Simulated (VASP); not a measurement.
# Be3CdF2 (P6/mmm) in VASP: a series of runs

Runs on Be3CdF2. Level: PBE. Tasks: single point.

Program: VASP 6.6.1. These are calculated values, not measurements. Logs are shortened: lines on timing, memory, paths and dates and some standing lists are left out, and cuts for length are marked.

### 1 The cell of the first run

The structure is hexagonal, space group P6/mmm (No. 191). The conventional cell has a = 4.254 Å, b = 4.254 Å, c = 4.797 Å, α = 90.00°, β = 90.00°, γ = 120.00°. Be (site symmetry mmm) has 4 Be at 2.13 Å and 4 F at 2.69 Å within 2.8 Å. Cd (site symmetry 6/mmm) has 6 F at 2.46 Å and 12 Be at 3.21 Å within 3.3 Å. Within 3.2 Å of F (site symmetry -6m2) lie 3 F at 2.46 Å and 3 Cd at 2.46 Å and 6 Be at 2.69 Å.

The cell was built from a structure type or drawn by symmetry, and may not be a known phase.

### 2 Single point, PBE

INCAR

```
ALGO = Normal ; EDIFF = 1E-6
ENCUT = 600 ; GGA = PE
GGA_COMPAT = False ; ISIF = 2
ISMEAR = 0 ; LASPH = True
LCHARG = False ; LREAL = False
LWAVE = False ; NBANDS = 29
NELM = 120 ; PREC = Accurate
SIGMA = 0.1
```

KPOINTS

```
k-points
0
Gamma
  6 6 6
```

POSCAR

```
Be3CdF2
1.0
    4.2542594357      0.0000000027      0.0000000000
   -2.1271297202      3.6842967443      0.0000000000
    0.0000000000      0.0000000000      4.7967913246
Be Cd F
3 1 2
Direct
    0.5000000000      0.0000000000      0.5000000000
    0.5000000000      0.5000000000      0.5000000000
    0.0000000000      0.5000000000      0.5000000000
    0.0000000000      0.0000000000      0.0000000000
    0.3333333333      0.6666666667      0.0000000000
    0.6666666667      0.3333333333      0.0000000000
```

Potentials or basis: VASP PAW PBE potentials, release 64 (Be, Cd_sv_GW, F).

On the command line:

```bash
$ cat potpaw_PBE.64/Be/POTCAR potpaw_PBE.64/Cd_sv_GW/POTCAR potpaw_PBE.64/F/POTCAR > POTCAR
$ mpirun -np 1 vasp_std > vasp.out
```

OUTCAR:

```text
EDIFF = 1E-6
   ENCUT = 600
   GGA = PE
   ISIF = 2
   ISMEAR = 0
   LASPH = True
   LREAL = False
   NELM = 120
   PREC = Accurate

 ion  position               nearest neighbor table
   1  0.500  0.000  0.500-   3 2.13   3 2.13   2 2.13   2 2.13
   2  0.500  0.500  0.500-   3 2.13   3 2.13   1 2.13   1 2.13
   3  0.000  0.500  0.500-   2 2.13   2 2.13   1 2.13   1 2.13
   4  0.000  0.000  0.000-
   5  0.333  0.667  0.000-
   6  0.667  0.333  0.000-

  LATTYP: Found a hexagonal cell.
 ALAT       =     4.2542594357
 C/A-ratio  =     1.1275267522

  Lattice vectors:

 A1 = (   4.2542594357,   0.0000000027,   0.0000000000)
 A2 = (  -2.1271297202,   3.6842967443,   0.0000000000)
 A3 = (   0.0000000000,   0.0000000000,   4.7967913246)

Analysis of symmetry for initial positions (statically):
=====================================================================
 Subroutine PRICEL returns:
 Original cell was already a primitive cell.

 Routine SETGRP: Setting up the symmetry group for a
 hexagonal supercell.

 Subroutine GETGRP returns: Found 24 space group operations
 (whereof 24 operations were pure point group operations)
 out of a pool of 24 trial point group operations.

The static configuration has the point symmetry D_6h.

Analysis of symmetry for dynamics (positions and initial velocities):
=====================================================================
 Subroutine PRICEL returns:
 Original cell was already a primitive cell.

 Routine SETGRP: Setting up the symmetry group for a
 hexagonal supercell.

 Subroutine GETGRP returns: Found 24 space group operations
 (whereof 24 operations were pure point group operations)
 out of a pool of 24 trial point group operations.

The dynamic configuration has the point symmetry D_6h.

 Subroutine INISYM returns: Found 24 space group operations
 (whereof 24 operations are pure point group operations),
 and found     1 'primitive' translations

----------------------------------------------------------------------------------------

                                     Primitive cell

  volume of cell :      75.1847

  direct lattice vectors                    reciprocal lattice vectors
     4.254259436  0.000000003  0.000000000     0.235058537  0.135711110  0.000000000
    -2.127129720  3.684296744  0.000000000    -0.000000000  0.271422219  0.000000000
     0.000000000  0.000000000  4.796791325     0.000000000  0.000000000  0.208472692

  length of vectors
     4.254259436  4.254259436  4.796791325     0.271422220  0.271422219  0.208472692

  position of ions in fractional coordinates (direct lattice)
     0.500000000  0.000000000  0.500000000
     0.500000000  0.500000000  0.500000000
     0.000000000  0.500000000  0.500000000
     0.000000000  0.000000000  0.000000000
     0.333333333  0.666666667  0.000000000
     0.666666667  0.333333333  0.000000000

  ion indices of the primitive-cell ions
   primitive index   ion index
                 1           1
                 2           2
                 3           3
                 4           4
                 5           5
                 6           6

----------------------------------------------------------------------------------------

 KPOINTS: k-points

Automatic generation of k-mesh.
 Grid dimensions read from file:
 generate k-points for:    6    6    6

 Generating k-lattice:

  Cartesian coordinates                     Fractional coordinates (reciprocal lattice)
     0.039176423  0.022618518  0.000000000     0.166666667  0.000000000  0.000000000
    -0.000000000  0.045237037  0.000000000     0.000000000  0.166666667  0.000000000
     0.000000000  0.000000000  0.034745449     0.000000000  0.000000000  0.166666667

  Length of vectors
     0.045237037  0.045237037  0.034745449

  Shift w.r.t. Gamma in fractional coordinates (k-lattice)
     0.000000000  0.000000000  0.000000000

 Subroutine IBZKPT returns following result:
 ===========================================

 Found     28 irreducible k-points:

 Following reciprocal coordinates:
            Coordinates               Weight
  0.000000  0.000000  0.000000      1.000000
  0.166667 -0.000000  0.000000      6.000000
  0.333333 -0.000000  0.000000      6.000000
  0.500000  0.000000  0.000000      3.000000
  0.166667  0.166667  0.000000      6.000000
  0.333333  0.166667  0.000000     12.000000
[... 16 lines left out ...]
  0.166667 -0.000000  0.500000      6.000000
  0.333333 -0.000000  0.500000      6.000000
 [... further k-points ...]
   k-points           NKPTS =     28   k-points in BZ     NKDIM =     28   number of bands    NBANDS=     29
   number of dos      NEDOS =    301   number of ions     NIONS =      6
   total plane-waves  NPLWV =  51840
   dimension x,y,z NGX =    36 NGY =   36 NGZ =   40
   dimension x,y,z NGXF=    72 NGYF=   72 NGZF=   80
   ions per type =               3   1   2
   NGX,Y,Z   is equivalent  to a cutoff of  14.07, 14.07, 13.86 a.u.
   NGXF,Y,Z  is equivalent  to a cutoff of  28.14, 28.14, 27.73 a.u.
 SYSTEM =  unknown system
   PREC   = accura    normal or accurate (medium, high low for compatibility)
   ISTART =      0    job   : 0-new  1-cont  2-samecut
   ICHARG =      2    charge: 1-file 2-atom 10-const
   ISPIN  =      1    spin polarized calculation?
   LNONCOLLINEAR =      F non collinear calculations
   LSORBIT =      F    spin-orbit coupling
   LASPH  =      T    aspherical Exc in radial PAW
   ENCUT  =  600.0 eV  44.10 Ry    6.64 a.u.   8.50  8.50  9.58*2*pi/ulx,y,z
   NELM   =    120;   NELMIN=  2; NELMDL= -5     # of ELM steps
   EDIFF  = 0.1E-05   stopping-criterion for ELM
   LREAL  =      F    real-space projection
   EDIFFG = 0.1E-04   stopping-criterion for IOM
   NSW    =      0    number of steps for IOM
   IBRION =     -1    ionic relax: 0-MD 1-quasi-New 2-CG
   NFREE  =      0    steps in history (QN), initial steepest desc. (CG)
   ISIF   =      2    stress and relaxation
   ISYM   =      2    0-nonsym 1-usesym 2-fastsym
   POTIM  = 0.5000    time-step for ionic-motion
   TEBEG  =    0.0;   TEEND  =   0.0 temperature during run
   PSTRESS=    0.0 pullay stress
   NELECT =      40.0000    total number of electrons
   NUPDOWN=      -1.0000    fix difference up-down
   EMIN   =  10.00;   EMAX   =-10.00  energy-range for DOS
   EFERMI =   0.00;   METHOD = LEGACY
   ISMEAR =     0;   SIGMA  =   0.10  broadening in eV -4-tet -1-fermi 0-gaus
   EFERMI_NEDOS =   21; number of points for ismear=-14 and -15
   IALGO  =     38    algorithm
   IMIX   =      4    mixing-type and parameters
     AMIX     =   0.40;   BMIX     =  1.00
     AMIX_MAG =   1.60;   BMIX_MAG =  1.00
  volume/ion in A,a.u.               =      12.53        84.56
  Fermi-wavevector in a.u.,A,eV,Ry     =   1.326534  2.506786 23.942067  1.759692
  Thomas-Fermi vector in A             =   2.455914
   LORBIT       =      0    0 simple, 1 ext, 2 COOP (PROOUT), +10 PAW based schemes
   GGA     = PE    functional components
   LHFCALC =     F    Hartree Fock is set to
   AEXX    =    0.0000 exact exchange contribution
   IVDW    =     0    specifies the selected vdW correction
   LEPSILON=     F    determine dielectric tensor
   LRPA    =     F    only Hartree local field effects (RPA)
 non-spin polarized calculation
 Gauss-broadening in eV      SIGMA  =   0.10
  energy-cutoff  :      600.00
  volume of cell :       75.18
 maximum number of plane-waves:      2539
 NGX is ok and might be reduce to    36
   NGX = 17   NGY = 17   NGZ = 19

 number of electron      40.0000004 magnetization

 Free energy of the ion-electron system (eV)
  ---------------------------------------------------
  ext. energy  EPLUGINS =         0.00000000
  ---------------------------------------------------
  free energy    TOTEN  =       -17.54595346 eV

  energy without entropy =      -17.54195565  energy(sigma->0) =      -17.54395456

 E-fermi :   3.7394     XC(G=0): -10.0635

 val. band max:        3.7106783826   @ k =   0.1667   0.1667   0.3333
 cond. band min:       3.7651000452   @ k =   0.0000   0.0000   0.1667
 fundamental gap:      0.0544216625
 Fermi energy:         3.7394189907

 k-point     1 :       0.0000    0.0000    0.0000
  band No.  band energies     occupation
      1     -98.6436      2.00000
      2     -59.8075      2.00000
      3     -59.6697      2.00000
      4     -59.6697      2.00000
      5     -19.6654      2.00000
      6     -18.6461      2.00000
[... 21 lines left out ...]
     28      11.5764      0.00000
     29      13.1953      0.00000

 k-point     2 :       0.1667   -0.0000    0.0000
  band No.  band energies     occupation
      1     -98.6436      2.00000
      2     -59.8075      2.00000
      3     -59.6698      2.00000
      4     -59.6697      2.00000
      5     -19.6019      2.00000
      6     -18.7133      2.00000
[... 21 lines left out ...]
     28      12.2710      0.00000
     29      12.5864      0.00000

 k-point     3 :       0.3333   -0.0000    0.0000
  band No.  band energies     occupation
      1     -98.6436      2.00000
      2     -59.8074      2.00000
      3     -59.6699      2.00000
      4     -59.6698      2.00000
      5     -19.4405      2.00000
      6     -18.8801      2.00000
[... 21 lines left out ...]
     28      11.7826      0.00000
     29      12.6145      0.00000

 k-point     4 :       0.5000    0.0000    0.0000
  band No.  band energies     occupation
      1     -98.6436      2.00000
      2     -59.8075      2.00000
      3     -59.6699      2.00000
      4     -59.6697      2.00000
      5     -19.3088      2.00000
      6     -19.0134      2.00000
[... 597 lines left out ...]
     28      11.6530      0.00000
     29      11.7353      0.00000

 k-point    23 :       0.1667   -0.0000    0.5000
  band No.  band energies     occupation
      1     -98.6436      2.00000
      2     -59.8074      2.00000
      3     -59.6698      2.00000
      4     -59.6697      2.00000
      5     -19.5991      2.00000
      6     -18.7109      2.00000
[... 21 lines left out ...]
     28      10.6787      0.00000
     29      12.3240      0.00000

 k-point    24 :       0.3333   -0.0000    0.5000
  band No.  band energies     occupation
      1     -98.6436      2.00000
      2     -59.8074      2.00000
      3     -59.6699      2.00000
      4     -59.6698      2.00000
      5     -19.4378      2.00000
      6     -18.8777      2.00000
[... 21 lines left out ...]
     28      12.4430      0.00000
     29      13.2941      0.00000

 [... further k-points ...]

------------------------ aborting loop because EDIFF is reached ----------------------------------------

  FORCE on cell =-STRESS in cart. coord.  units (eV):
  Direction    XX          YY          ZZ          XY          YZ          ZX
  --------------------------------------------------------------------------------------
  -------------------------------------------------------------------------------------
  Total       -0.1754962     -0.1754962     -0.1522701      0.0000000      0.0000000      0.0000000
  in kB       -3.7398039     -3.7398039     -3.2448591      0.0000000      0.0000000      0.0000000
  external PRESSURE =      -3.5748223 kB  Pullay stress =       0.0000000 kB

 VOLUME and BASIS-vectors are now :
 -----------------------------------------------------------------------------
  energy-cutoff  :      600.00
  volume of cell :       75.18
      direct lattice vectors                 reciprocal lattice vectors
     4.254259436  0.000000003  0.000000000     0.235058537  0.135711110  0.000000000
    -2.127129720  3.684296744  0.000000000    -0.000000000  0.271422219  0.000000000
     0.000000000  0.000000000  4.796791325     0.000000000  0.000000000  0.208472692

 POSITION                                       TOTAL-FORCE (eV/Angst)
 -----------------------------------------------------------------------------------
      2.12713      0.00000      2.39840        -0.000000      0.000000     -0.000000
      1.06356      1.84215      2.39840        -0.000000      0.000000     -0.000000
     -1.06356      1.84215      2.39840        -0.000000      0.000000     -0.000000
      0.00000      0.00000      0.00000        -0.000000      0.000000     -0.000000
     -0.00000      2.45620      0.00000         0.000000     -0.000000      0.000000
      2.12713      1.22810      0.00000        -0.000000      0.000000     -0.000000
 -----------------------------------------------------------------------------------
    total drift:                               -0.000000      0.000000      0.000000

  FREE ENERGIE OF THE ION-ELECTRON SYSTEM (eV)
  ---------------------------------------------------
  free  energy   TOTEN  =       -17.5459534622 eV

  energy  without entropy=      -17.5419556491  energy(sigma->0) =      -17.54395456
```

Run time: 56 s. Hardware: 1 thread of Intel Xeon Platinum 8488C (Sapphire Rapids), shared host; peak memory 0.27 GiB.

Results:

| Quantity | Value |
| --- | --- |
| Free energy | -17.5460 eV |
| Pressure | -0.4 GPa |
| Band gap on the k mesh | zero (bands 20 and 21 overlap by 1.67 eV) |

[end of part 1 of 2]
